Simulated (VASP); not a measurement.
A run of VASP 6.6.1 is set up as follows.

The input INCAR:

```
SYSTEM = Ir
PREC = Accurate
ENCUT = 520
EDIFF = 1E-6
ISMEAR = -1
SIGMA = 0.05
LREAL = .False.
LASPH = .True.
NELM = 80
ALGO = Normal
ISIF = 2
LWAVE = .False.
LCHARG = .False.
GGA = PS
NBANDS = 16
```

Contents of KPOINTS:

```
regular mesh
0
Gamma
  9 9 5
  0 0 0
```

File POSCAR:

```
Ir
1.0
    2.7513778946      0.0000000000      0.0000000000
   -1.3756889473      2.3827631521      0.0000000000
    0.0000000000      0.0000000000      4.5069129000
Ir
2
Direct
    0.3333333333      0.6666666667      0.2500000000
    0.6666666667      0.3333333333      0.7500000000
```

Potentials or basis: VASP PAW PBE potentials, release 64 (Ir).

Command:

```bash
$ cat potpaw_PBE.64/Ir/POTCAR > POTCAR
$ mpirun -np 1 vasp_std > vasp.out
```

Task: Predict the pressure.

Result: -15.0 GPa.

Task: What does it give for the band gap on the k mesh?

Result: Zero (band 9 reaches 10.46 eV, above the bottom of band 10 at 7.56 eV).

Stress tensor (GPa, compression positive):
```
-13.45   0.00   0.00
  0.00 -13.45   0.00
  0.00   0.00 -17.98
```

Caveat: the PAW data sets were made with another functional, which shifts forces and pressure a little; spin-orbit coupling is left out, which moves the levels of the heavy elements.
